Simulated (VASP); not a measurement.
The system is SiO2.

```
Si O
1.0
     0.00000    2.21640    2.21640
     2.21640    0.00000    2.21640
     2.21640    2.21640    0.00000
Si O
1 2
Direct
  0.00000 0.00000 0.00000
  0.25000 0.25000 0.25000
  0.75000 0.75000 0.75000
```

This cell differs from its parent crystal: strain -2.1%.

Base run:

```yaml
Program: VASP 6.6.1
Functional: HSE06
Potentials_or_basis: VASP PAW PBE potentials, release 64 (Si, O)
Cutoff: 520 eV
k_mesh: 6 × 6 × 6
Occupations: gaussian, width 0.01 eV
Spin: no spin polarisation
```

Its results: band gap on the k mesh 3.66 eV; pressure 18.5 GPa.

Problem. The run is repeated on the same cell with these changes: functional from HSE06 to r2SCAN; k mesh from 6 × 6 × 6 to 10 × 10 × 10. What comes out?

Solution. Band gap on the k mesh 2.76 eV; pressure 23.1 GPa.

Several settings changed at once.

Caveats: the cell stands under pressure; the structure was generated, so it needn't be the stable form of SiO2; the PAW data sets were made with another functional, which shifts forces and pressure a little.

A k mesh can miss the band edges.
